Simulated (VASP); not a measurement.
Here is a VASP 6.6.1 calculation.

The input INCAR:

```
SYSTEM = KZnF3
  PREC = Accurate
  ENCUT = 520
  EDIFF = 1E-7
  ISMEAR = 0
  SIGMA = 0.05
  LREAL = .False.
  LASPH = .True.
  NELM = 60
  ALGO = Normal
  ISIF = 2
  LWAVE = .False.
  LCHARG = .True.
  GGA = PE
  LELF = .True.
  LVHAR = .True.
  NBANDS = 29
```

Contents of KPOINTS:

```
Automatic mesh
0
Gamma
  6 6 6
  0 0 0
```

File POSCAR:

```
KZnF3
1.0
    3.9487500000      0.0000000000      0.0000000000
    0.0000000000      3.9487500000      0.0000000000
    0.0000000000      0.0000000000      3.9487500000
K Zn F
1 1 3
Direct
    0.0000000000      0.0000000000      0.0000000000
    0.5000000000      0.5000000000      0.5000000000
    0.5000000000      0.5000000000      0.0000000000
    0.0000000000      0.5000000000      0.5000000000
    0.5000000000      0.0000000000      0.5000000000
```

Potentials or basis: VASP PAW PBE potentials, release 64 (K_sv, Zn, F).

Command:

```sh
$ cat potpaw_PBE.64/K_sv/POTCAR potpaw_PBE.64/Zn/POTCAR potpaw_PBE.64/F/POTCAR > POTCAR
$ mpirun -np 1 vasp_std > vasp.out
```

(1) Predict the pressure.

(2) What does it give for the band gap on the k mesh?

Results:

(1) 13.3 GPa.

(2) 3.99 eV, indirect (least direct gap 6.31 eV).

Caveat: the cell differs from its parent crystal (strain -0.025 along x and y, -0.025 along z).
